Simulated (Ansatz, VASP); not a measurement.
# GaO: VASP beside Ansatz

The input INCAR:

```
SYSTEM = GaO
PREC = Accurate
ENCUT = 520
EDIFF = 1E-7
ISMEAR = 0
SIGMA = 0.1
LREAL = .False.
LASPH = .True.
NELM = 150
ALGO = Normal
ISIF = 2
LWAVE = .False.
LCHARG = .False.
ISPIN = 2
MAGMOM = 0 1
LORBIT = 11
GGA = PE
NBANDS = 20
```

The input KPOINTS:

```
regular mesh
0
Gamma
  6 6 6
  0 0 0
```

File POSCAR:

```
GaO
1.0
    2.8335692368      0.0000000000      0.0000000000
    0.0000000000      2.8335692368      0.0000000000
    0.0000000000      0.0000000000      2.8335692368
Ga O
1 1
Direct
    0.5000000000      0.5000000000      0.5000000000
    0.0000000000      0.0000000000      0.0000000000
```

Input for Ansatz:

```yaml
crystal:
  lattice:
    - [2.8335692368, 0.0, 0.0]
    - [0.0, 2.8335692368, 0.0]
    - [0.0, 0.0, 2.8335692368]
  atoms:
    - { symbol: Ga, position: [0.5, 0.5, 0.5] }
    - { symbol: O, position: [0.0, 0.0, 0.0], spin: 1.0 }
basis:
  ecutwfc: 420
kpoints:
  mp_grid: { grid: [6, 6, 6] }
hamiltonian:
  xc: pbe
scf:
  occupations: { method: gaussian, width: 0.1 }
  lower_state_search: "off"
output:
  forces: true
  stress: true
  eigenvalues: true
  populations: true
magnetization:
  spin_polarized: true
```

Change from the starting cell: species swapped into the TbMg type (Pm-3m, No. 221).

Alike in both runs: task single point; functional PBE; k mesh 6 × 6 × 6; occupations gaussian, width 0.1 eV; collinear spin.

|  | VASP | Ansatz |
| --- | --- | --- |
| version | VASP 6.6.1 | Ansatz 0.2.0 |
| potentials or method | VASP PAW PBE potentials, release 64 (Ga_d, O), cutoff 520 eV | scalar-relativistic, plane waves, PAW |
| valence electrons in the cell | 19 | 19 |

Ansatz gave:

- gap on the k mesh at the Fermi level (eV): none
- pressure (GPa): 0.0
- net moment per atom (μB): 0.00

**Question.** What did VASP give for the same quantities?

**Answer.** gap on the k mesh at the Fermi level (eV): none; pressure (GPa): 0.2; net moment per atom (μB): 0.00.

A gap of «none» marks a metal or a gap that the smearing closes. The functional is the same, so the differences come from potentials, cutoffs and numerics. Ansatz's warnings: seeded moment not kept.

The k mesh is coarse, so the values compare programs but aren't converged.
